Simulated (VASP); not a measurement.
Write the native input for VASP 6.6.1 that does the following.

```yaml
Task: single point
Functional: PBEsol
Potentials_or_basis: VASP PAW PBE potentials, release 64 (Ba_sv, Ti_sv, O)
Cutoff: 520 eV
k_mesh: 6 × 6 × 6
Occupations: gaussian, width 0.01 eV
Spin: no spin polarisation
Dipole_correction: no
Further_INCAR_settings: ALGO = Normal; EDIFF = 1e-06; NBANDS = 28
```

The structure of BaTiO3 lies in POSCAR:

```
BaTiO3
1.0
    2.8460918305      1.6431917853      2.3337470435
   -2.8460918305      1.6431917853      2.3337470435
    0.0000000000     -3.2863835705      2.3337470435
Ba Ti O
1 1 3
Direct
    0.0000000000      0.0000000000      0.0000000000
    0.4845000000      0.4845000000      0.4845000000
    0.5086000000      0.5086000000      0.0175000000
    0.0175000000      0.5086000000      0.5086000000
    0.5086000000      0.0175000000      0.5086000000
```

These files were run (other wordings do the same):

INCAR

```
ALGO = Normal
EDIFF = 1E-6
ENCUT = 520
GGA = PS
ISIF = 2
ISMEAR = 0
LASPH = T
LCHARG = F
LREAL = F
LWAVE = F
NBANDS = 28
NELM = 100
PREC = Accurate
SIGMA = 0.01
```

KPOINTS

```
k-points
0
Gamma
  6 6 6
```

Potentials or basis: VASP PAW PBE potentials, release 64 (Ba_sv, Ti_sv, O).

The run is started by

```bash
$ cat potpaw_PBE.64/Ba_sv/POTCAR potpaw_PBE.64/Ti_sv/POTCAR potpaw_PBE.64/O/POTCAR > POTCAR
$ mpirun -np 1 vasp_std > vasp.out
```

Results of the run:

The pressure is -2.7 GPa. The largest force is 0.131 eV/Å and the band gap on the k mesh is 2.29 eV, indirect (least direct gap 2.70 eV).

Caveat: the PAW data sets were made with another functional, which shifts forces and pressure a little; spin-orbit coupling is left out, which moves the levels of the heavy elements.

Run time: 38 s on 1 thread of Intel(R) Xeon(R) Platinum 8488C (Sapphire Rapids) (shared host), peak memory 0.2 GiB.
